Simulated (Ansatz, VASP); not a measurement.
**WS2 in VASP and in Ansatz**

File INCAR:

```
PREC = Accurate
ENCUT = 520
EDIFF = 1E-6
ISMEAR = 0
SIGMA = 0.02
LREAL = False
LASPH = True
NELM = 100
ALGO = Normal
ISIF = 2
LWAVE = False
LCHARG = False
LDIPOL = True
IDIPOL = 3
DIPOL = 0.5 0.5 0.500
GGA = PE
IVDW = 12
NBANDS = 20
```

Contents of KPOINTS:

```
Automatic mesh
0
Gamma
  12 12 1
```

The input POSCAR:

```
WS2
1.0
    3.3490000000      0.0000000000      0.0000000000
   -1.6745000000      2.9003190773      0.0000000000
    0.0000000000      0.0000000000     32.2910878415
S W
2 1
Direct
    0.3333333333      0.6666666667      0.4512000864
    0.3333333333      0.6666666667      0.5488121587
    0.6666666667      0.3333333333      0.5000061202
```

Input for Ansatz:

```yaml
crystal:
  lattice:
    - [3.349, 0.0, 0.0]
    - [-1.6745, 2.9003190773, 0.0]
    - [0.0, 0.0, 32.2910878415]
  atoms:
    - { symbol: S, position: [0.3333333333, 0.6666666667, 0.4512000864] }
    - { symbol: W, position: [0.6666666667, 0.3333333333, 0.5000061202] }
    - { symbol: S, position: [0.3333333333, 0.6666666667, 0.5488121587] }
  periodic: [true, true, false]
basis:
  ecutwfc: 420
kpoints:
  mp_grid: { grid: [12, 12, 1] }
hamiltonian:
  xc: pbe
  pseudopotentials: { kind: paw, azcp: { folder: soft_1 } }
  dispersion: d3bj
scf:
  occupations: { method: gaussian, width: 0.02 }
output:
  forces: true
  stress: true
  eigenvalues: true
```

Alike in both runs: task single point; functional PBE; dispersion D3(BJ); k mesh 12 × 12 × 1; occupations gaussian, width 0.02 eV; no spin polarisation.

|  | VASP | Ansatz |
| --- | --- | --- |
| version | VASP 6.6.1 | Ansatz 0.2.0 |
| potentials or method | VASP PAW PBE potentials, release 64 (S, W_sv), cutoff 520 eV | scalar-relativistic, plane waves, PAW |
| valence electrons in the cell | 26 | 26 |

Ansatz gave:

- gap on the k mesh at the Fermi level (eV): 1.07
- least direct gap on the mesh (eV): 1.36
- rms of the force components (eV/Å): 0.511

**Question.** Which values does VASP return?

**Answer.** gap on the k mesh at the Fermi level (eV): 1.08; least direct gap on the mesh (eV): 1.37; rms of the force components (eV/Å): 0.510.

Spin-orbit coupling is off throughout.
